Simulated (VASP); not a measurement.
Co, 1 atom in the cell. The cell holds a single atom in a box, 1 atom: a = 14.000 Å, b = 14.400 Å, c = 14.800 Å, α = 90.00°, β = 90.00°, γ = 90.00°. 

- Program: VASP 6.6.1
- Task: single point
- Functional: r2SCAN
- Potentials or basis: VASP PAW PBE potentials, release 64 (Co)
- Cutoff: 580 eV
- k mesh: 1 × 1 × 1
- Occupations: fermi-dirac, width 0.01 eV
- Spin: collinear spin, ferromagnetic start
- Starting moments: [3.0] μB
- Dipole correction: no
- Further INCAR settings: ALGO = Normal; EDIFF = 1e-06; NBANDS = 14; ISYM = 0

Potentials or basis: VASP PAW PBE potentials, release 64 (Co).

Command:

```sh
$ cat potpaw_PBE.64/Co/POTCAR > POTCAR
$ cp INCAR.step1 INCAR
$ mpirun -np 1 vasp_gam > vasp.out
$ cp INCAR.step2 INCAR
$ mpirun -np 1 vasp_gam > vasp.out
```

Hardware: 1 thread of Intel(R) Xeon(R) 6975P-C (Granite Rapids) (shared host).

Task: Estimate the wall time of this run.

Result: It took 32 min on 1 thread of Intel(R) Xeon(R) 6975P-C (Granite Rapids), with other jobs on the host, peak memory 4.7 GiB. Counts: k points 1.
